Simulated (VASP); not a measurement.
# Sc: single point with PBEsol

Sc:

```xyz
2
Lattice="3.3588 0.0000 0.0000 -1.6794 2.9088 0.0000 0.0000 0.0000 5.0824" Properties=species:S:1:pos:R:3 pbc="T T T"
Sc    0.0000    1.9392    1.2706
Sc    1.6794    0.9696    3.8118
```

| Property | Result |
| --- | --- |
| Program | VASP 6.6.1 |
| Task | single point |
| Functional | PBEsol |
| Potentials or basis | VASP PAW PBE potentials, release 64 (Sc_sv) |
| Cutoff | 520 eV |
| k mesh | 15 × 15 × 10 |
| Occupations | gaussian, width 0.15 eV |
| Spin | no spin polarisation |

The pressure is -2.5 GPa and the band gap on the k mesh is zero (band 11 reaches 4.60 eV, above the bottom of band 12 at 3.00 eV).

Stress tensor (GPa, compression positive):
```
-3.21  0.00  0.00
 0.00 -3.21  0.00
 0.00  0.00 -1.18
```

Levels at points of the mesh, in eV from the Fermi level:
| k point | band 8 | band 9 | band 10 | band 11 | band 12 | band 13 | band 14 | band 15 |
| --- | --- | --- | --- | --- | --- | --- | --- | --- |
| (0.00, 0.00, 0.00) | -27.69 | -5.11 | -1.58 | 0.83 | 1.55 | 1.55 | 1.99 | 2.04 |
| (0.00, 0.00, 0.50) | -27.77 | -3.51 | -3.51 | 1.08 | 1.08 | 1.43 | 1.43 | 1.43 |

Wall time 2.9 min on 1 thread of Intel(R) Xeon(R) Platinum 8488C (Sapphire Rapids), with other jobs on the host, peak memory 0.25 GiB.

Caveat: the PAW data sets were made with another functional, which shifts forces and pressure a little.
